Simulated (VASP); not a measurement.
A run of VASP 6.6.1 is set up as follows.

Contents of INCAR:

```
PREC     = Accurate       # precision mode
ENCUT    = 520            # plane-wave cutoff, eV
EDIFF    = 1E-7           # SCF threshold, eV
ISMEAR   = 0              # smearing method
SIGMA    = 0.1            # smearing width, eV
LREAL    = F              # projectors in reciprocal space
LASPH    = T              # aspherical terms in the spheres
NELM     = 80             # most SCF steps
ALGO     = Fast           # electronic algorithm
ISIF     = 2              # what is computed and relaxed
LWAVE    = F              # write WAVECAR
LCHARG   = T              # write CHGCAR
GGA      = CA             # functional
LELF     = T              # ELF
LVHAR    = T            
NBANDS   = 14             # bands
```

The input KPOINTS:

```
regular mesh
0
Gamma
  8 8 8
```

POSCAR

```
Rh
1.0
    0.0000000000      1.8788279487      1.8788279487
    1.8788279487      0.0000000000      1.8788279487
    1.8788279487      1.8788279487      0.0000000000
Rh
1
Direct
    0.0000000000      0.0000000000      0.0000000000
```

Potentials or basis: VASP PAW LDA potentials, release 64 (Rh_pv).

Run with:

```bash
$ cat potpaw_LDA.64/Rh_pv/POTCAR > POTCAR
$ mpirun -np 1 vasp_std > vasp.out
```

Task: Predict the pressure.

Result: 1.0 GPa.

Caveat: the k points lie up to 0.36 Å⁻¹ apart.
